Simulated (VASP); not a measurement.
Set up this calculation in VASP 6.6.1, as the native input.

```yaml
Task: relaxation of cell and atoms
Functional: PBEsol
Potentials_or_basis: VASP PAW PBE potentials, release 64 (Au)
Cutoff: 600 eV
k_mesh: 18 × 18 × 18
Occupations: gaussian, width 0.1 eV
Spin: no spin polarisation
Dipole_correction: no
Further_INCAR_settings: ALGO = Normal; EDIFF = 1e-07; IBRION = 2; EDIFFG = -0.005; NSW = 100; ISIF = 3
```

The structure of Au lies in POSCAR:

```
Au
1.0
    0.0000000000      2.0195145931      2.0195145931
    2.0195145931      0.0000000000      2.0195145931
    2.0195145931      2.0195145931      0.0000000000
Au
1
Direct
    0.0000000000      0.0000000000      0.0000000000
```

The input as run:

INCAR

```
PREC = Accurate
ENCUT = 600
EDIFF = 1E-7
ISMEAR = 0
SIGMA = 0.1
LREAL = F
LASPH = T
NELM = 80
ALGO = Normal
ISIF = 3
LWAVE = F
LCHARG = F
GGA = PS
IBRION = 2
NSW = 100
EDIFFG = -0.005
```

KPOINTS

```
Automatic mesh
0
Gamma
  18 18 18
```

Potentials or basis: VASP PAW PBE potentials, release 64 (Au).

Command:

```sh
$ cat potpaw_PBE.64/Au/POTCAR > POTCAR
$ mpirun -np 1 vasp_std > vasp.out
```

Results of the run:

| Item | Value |
| --- | --- |
| Relaxed volume | 17.00 Å³/atom |
| Relaxed cell | a = 2.886 Å, b = 2.886 Å, c = 2.886 Å, α = 60.00°, β = 60.00°, γ = 60.00° |
| Space group after relaxing (to 0.05 Å) | Fm-3m (No. 225) |
| Energy gained by relaxing | 9.8 meV/atom |
| Ionic steps | 4 |
| Pressure after relaxing | 0.0 GPa |

Caveat: the PAW data sets were made with another functional, which shifts forces and pressure a little.

It took 26 s on 1 thread of Intel(R) Xeon(R) Platinum 8481C CPU @ 2.70GHz (Sapphire Rapids), on a shared host, peak memory 0.18 GiB.
